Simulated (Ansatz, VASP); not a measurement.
**SnS in VASP and in Ansatz**

File INCAR:

```
SYSTEM = SnS
PREC     = Accurate       ! precision mode
ENCUT    = 500            ! plane-wave cutoff, eV
EDIFF    = 1E-6           ! SCF threshold, eV
ISMEAR   = -5             ! smearing method
SIGMA    = 0.1            ! smearing width, eV
LREAL    = .FALSE.        ! projectors in reciprocal space
LASPH    = .TRUE.         ! aspherical terms in the spheres
NELM     = 120            ! most SCF steps
ALGO     = Normal         ! electronic algorithm
ISIF     = 2              ! what is computed and relaxed
LWAVE    = .FALSE.        ! write WAVECAR
LCHARG   = .FALSE.        ! write CHGCAR
GGA      = PE             ! functional
NBANDS   = 50             ! bands
GGA_COMPAT= .FALSE.
```

KPOINTS

```
Automatic mesh
0
G
  2 6 5
  0 0 0
```

POSCAR

```
SnS
1.0
   11.8200000000      0.0000000000      0.0000000000
    0.0000000000      3.9880000000      0.0000000000
    0.0000000000      0.0000000000      4.3400000000
Sn S
4 4
Direct
    0.1180000000      0.2500000000      0.1150000000
    0.3820000000      0.7500000000      0.6150000000
    0.6180000000      0.2500000000      0.3850000000
    0.8820000000      0.7500000000      0.8850000000
    0.8500000000      0.2500000000      0.4780000000
    0.6500000000      0.7500000000      0.9780000000
    0.3500000000      0.2500000000      0.0220000000
    0.1500000000      0.7500000000      0.5220000000
```

Input for Ansatz:

```yaml
crystal:
  lattice:
    - [11.82, 0.0, 0.0]
    - [0.0, 3.988, 0.0]
    - [0.0, 0.0, 4.34]
  atoms:
    - { symbol: Sn, position: [0.118, 0.25, 0.115] }
    - { symbol: Sn, position: [0.382, 0.75, 0.615] }
    - { symbol: Sn, position: [0.618, 0.25, 0.385] }
    - { symbol: Sn, position: [0.882, 0.75, 0.885] }
    - { symbol: S, position: [0.85, 0.25, 0.478] }
    - { symbol: S, position: [0.65, 0.75, 0.978] }
    - { symbol: S, position: [0.35, 0.25, 0.022] }
    - { symbol: S, position: [0.15, 0.75, 0.522] }
hamiltonian:
  xc: pbe
  pseudopotentials: { kind: paw }
basis:
  ecutwfc: 420
kpoints:
  mp_grid: { grid: [2, 6, 5] }
scf:
  occupations: { method: tetrahedron }
  lower_state_search: "off"
  max_iter: 50
output:
  forces: true
  stress: true
```

Alike in both runs: task single point; functional PBE; k mesh 2 × 6 × 5; occupations tetrahedron; no spin polarisation.

|  | VASP | Ansatz |
| --- | --- | --- |
| version | VASP 6.6.1 | Ansatz 0.2.0 |
| potentials or method | VASP PAW PBE potentials, release 64 (Sn_d, S), cutoff 500 eV | PAW, plane waves, scalar-relativistic |
| valence electrons in the cell | 80 | 80 |

```csv
,VASP,Ansatz,Ansatz less VASP
gap on the k mesh at the Fermi level (eV),0.58,0.58,+0.008
pressure (GPa),-1.1,-1.0,+0.05
"traceless stress, the component that is largest in VASP (GPa)",-2.19,-2.19,+0.004
rms of the force components (eV/Å),0.193,0.195,+0.0020
```

Atom by atom the forces differ by 0.003 eV/Å (rms over components). The functional is the same, so the differences come from potentials, cutoffs and numerics. Ansatz's warnings: band table not solved further, tetrahedron derivatives may miss energy slope.
